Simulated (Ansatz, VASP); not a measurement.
One calculation of AlN, two programs

File INCAR:

```
ALGO = Normal
EDIFF = 1E-7
ENCUT = 520
GGA = PE
ISIF = 2
ISMEAR = 0
LASPH = True
LCHARG = False
LREAL = False
LWAVE = False
NBANDS = 16
NELM = 60
PREC = Accurate
SIGMA = 0.05
```

KPOINTS

```
k-points
0
Gamma
  12 12 6
```

File POSCAR:

```
AlN
1.0
    3.2554491453      0.0000000000      0.0000000000
   -1.6277245727      2.8193016605      0.0000000000
    0.0000000000      0.0000000000      5.0179796546
Al N
2 2
Direct
    0.3333333333      0.6666666667      0.0017287175
    0.6666666667      0.3333333333      0.5017287175
    0.3333333333      0.6666666667      0.3832712825
    0.6666666667      0.3333333333      0.8832712825
```

Input for Ansatz:

```yaml
crystal:
  lattice:
    - [3.2554491453, 0.0, 0.0]
    - [-1.6277245727, 2.8193016605, 0.0]
    - [0.0, 0.0, 5.0179796546]
  atoms:
    - { symbol: Al, position: [0.3333333333, 0.6666666667, 0.0017287175] }
    - { symbol: Al, position: [0.6666666667, 0.3333333333, 0.5017287175] }
    - { symbol: "N", position: [0.3333333333, 0.6666666667, 0.3832712825] }
    - { symbol: "N", position: [0.6666666667, 0.3333333333, 0.8832712825] }
basis:
  ecutwfc: 420
kpoints:
  mp_grid: { grid: [12, 12, 6] }
hamiltonian:
  xc: pbe
scf:
  occupations: { method: gaussian, width: 0.05 }
output:
  forces: true
  stress: true
  eigenvalues: true
```

Change from the starting cell: strain +0.040 along x and y, +0.000 along z, atoms carried along.

Alike in both runs: task single point; functional PBE; k mesh 12 × 12 × 6; occupations gaussian, width 0.05 eV; no spin polarisation.

|  | VASP | Ansatz |
| --- | --- | --- |
| version | VASP 6.6.1 | Ansatz 0.2.0 |
| potentials or method | VASP PAW PBE potentials, release 64 (Al, N), cutoff 520 eV | scalar-relativistic, plane waves, PAW |
| valence electrons in the cell | 16 | 16 |

VASP gave:

| Item | Value |
| --- | --- |
| gap on the k mesh at the Fermi level (eV) | 3.29 |
| least direct gap on the mesh (eV) | 3.29 |
| pressure (GPa) | -13.2 |
| traceless stress, the component that is largest in VASP (GPa) | 8.67 |
| rms of the force components (eV/Å) | 0.169 |

Which values does Ansatz return?

gap on the k mesh at the Fermi level (eV): 3.29; least direct gap on the mesh (eV): 3.29; pressure (GPa): -12.9; traceless stress, the component that is largest in VASP (GPa): 8.58; rms of the force components (eV/Å): 0.169.

Atom by atom the forces differ by 0.000 eV/Å (rms over components). With one functional, cell and mesh, what is left measures potentials, basis and numerics.
